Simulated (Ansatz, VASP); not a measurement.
One calculation of KMgF3, two programs

```
K Mg F
1.0
     3.98590    0.00000    0.00000
     0.00000    3.98590    0.00000
     0.00000    0.00000    3.98590
K Mg F
1 1 3
Direct
  0.50000 0.50000 0.50000
  0.00000 0.00000 0.00000
  0.50000 0.96674 0.96674
  0.00000 0.46674 0.96674
  0.00000 0.96674 0.46674
```

Change from the starting cell: all F atoms moved +0.188 Å, as atom 3 towards its neighbour atom 1 (K) at 2.818 Å.

Alike in both runs: task single point; functional PBE; k mesh 6 × 6 × 6; occupations gaussian, width 0.05 eV; no spin polarisation.

```csv
,VASP,Ansatz
version,VASP 6.6.1,Ansatz 0.2.0
potentials or method,"VASP PAW PBE potentials, release 64 (K_sv, Mg, F), cutoff 520 eV","scalar-relativistic, plane waves, PAW"
valence electrons in the cell,32,40
```

|  | VASP | Ansatz | Ansatz less VASP |
| --- | --- | --- | --- |
| gap on the k mesh at the Fermi level (eV) | 7.29 | 7.32 | +0.029 |
| least direct gap on the mesh (eV) | 7.61 | 7.64 | +0.028 |
| pressure (GPa) | 5.1 | 5.4 | +0.38 |
| traceless stress, the component that is largest in VASP (GPa) | -1.77 | -1.75 | +0.023 |
| rms of the force components (eV/Å) | 0.578 | 0.569 | -0.0099 |

Atom by atom the forces differ by 0.011 eV/Å (rms over components). With one functional, cell and mesh, what is left measures potentials, basis and numerics. VASP's potentials hold 32 valence electrons a cell and Ansatz's 40, so a difference there can come from the potentials and not from the codes.
